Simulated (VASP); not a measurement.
Wanted: the native input for a VASP 6.6.1 run.

```yaml
Task: density of states
Functional: PBE
Potentials_or_basis: VASP PAW PBE potentials, release 64 (Bi_d, As)
Cutoff: 520 eV
k_mesh: 13 × 13 × 13
Occupations: fermi-dirac, width 0.05 eV
Spin: no spin polarisation
Dipole_correction: no
k_mesh_for_the_DOS: 20 × 20 × 20
Occupations_for_the_DOS: tetrahedron
Further_INCAR_settings: ALGO = Normal; EDIFF = 1e-06
```

The system is BiAs (rocksalt type).

```xyz
2
Lattice="0.0000 2.2225 2.2225 2.2225 0.0000 2.2225 2.2225 2.2225 0.0000" Properties=species:S:1:pos:R:3 pbc="T T T"
Bi    0.0000    0.0000    0.0000
As    2.2225    2.2225    2.2225
```

This cell differs from its parent crystal: volume scaled by 0.4.

One way to write it, as run:

POSCAR

```
BiAs
1.0
    0.0000000000      2.2225025942      2.2225025942
    2.2225025942      0.0000000000      2.2225025942
    2.2225025942      2.2225025942      0.0000000000
Bi As
1 1
Direct
    0.0000000000      0.0000000000      0.0000000000
    0.5000000000      0.5000000000      0.5000000000
```

INCAR.step1

```
SYSTEM = BiAs
ALGO = Normal ; EDIFF = 1E-6
ENCUT = 520 ; GGA = PE
ISIF = 2 ; ISMEAR = -1
LASPH = .TRUE. ; LCHARG = .TRUE.
LREAL = .FALSE. ; LWAVE = .FALSE.
NBANDS = 17 ; NELM = 60
PREC = Accurate ; SIGMA = 0.05
```

KPOINTS.step1

```
k-points
0
G
  13 13 13
  0 0 0
```

INCAR.step2

```
SYSTEM = BiAs
ALGO = Normal ; EDIFF = 1E-6
ENCUT = 520 ; GGA = PE
ICHARG = 11 ; ISIF = 2
ISMEAR = -5 ; LASPH = .TRUE.
LCHARG = .FALSE. ; LORBIT = 11
LREAL = .FALSE. ; LWAVE = .FALSE.
NEDOS = 1001 ; NELM = 60
PREC = Accurate ; SIGMA = 0.05
```

KPOINTS.step2

```
k-points
0
G
  20 20 20
  0 0 0
```

Potentials or basis: VASP PAW PBE potentials, release 64 (Bi_d, As).

Run with:

```console
$ cat potpaw_PBE.64/Bi_d/POTCAR potpaw_PBE.64/As/POTCAR > POTCAR
$ cp INCAR.step1 INCAR
$ cp KPOINTS.step1 KPOINTS
$ mpirun -np 1 vasp_std > vasp.out
$ cp INCAR.step2 INCAR
$ cp KPOINTS.step2 KPOINTS
$ mpirun -np 1 vasp_std > vasp.out
```

It gave:

The valence electrons inside the program's atomic spheres are Bi 14.51; As 3.93.

Caveat: spin-orbit coupling is left out, which moves the levels of the heavy elements.

It took 69 s on 1 thread of AMD EPYC 7R43 64-Core Processor (Zen 3), with other jobs on the host, peak memory 0.17 GiB.
